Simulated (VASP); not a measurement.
A run of VASP 6.6.1 is set up as follows.

File INCAR:

```
SYSTEM = Zn
PREC = Accurate
ENCUT = 520
EDIFF = 1E-6
ISMEAR = -1
SIGMA = 0.1
LREAL = .FALSE.
LASPH = .TRUE.
NELM = 80
ALGO = Normal
ISIF = 2
LWAVE = .FALSE.
LCHARG = .FALSE.
NBANDS = 12
```

Contents of KPOINTS:

```
regular mesh
0
G
  17 17 17
  0 0 0
```

The input POSCAR:

```
Zn
1.0
    0.0000000000      1.9038277552      1.9038277552
    1.9038277552      0.0000000000      1.9038277552
    1.9038277552      1.9038277552      0.0000000000
Zn
1
Direct
    0.0000000000      0.0000000000      0.0000000000
```

Potentials or basis: VASP PAW LDA potentials, release 64 (Zn).

The run is started by

```bash
$ cat potpaw_LDA.64/Zn/POTCAR > POTCAR
$ mpirun -np 1 vasp_std > vasp.out
```

(1) What does it give for the pressure?

(2) What does it give for the band gap on the k mesh?

Results:

(1) -1.0 GPa.

(2) zero (band 6 reaches 4.90 eV, above the bottom of band 7 at 2.41 eV).

Caveat: the cell differs from its parent crystal (volume scaled by 1.021, to set the pressure).
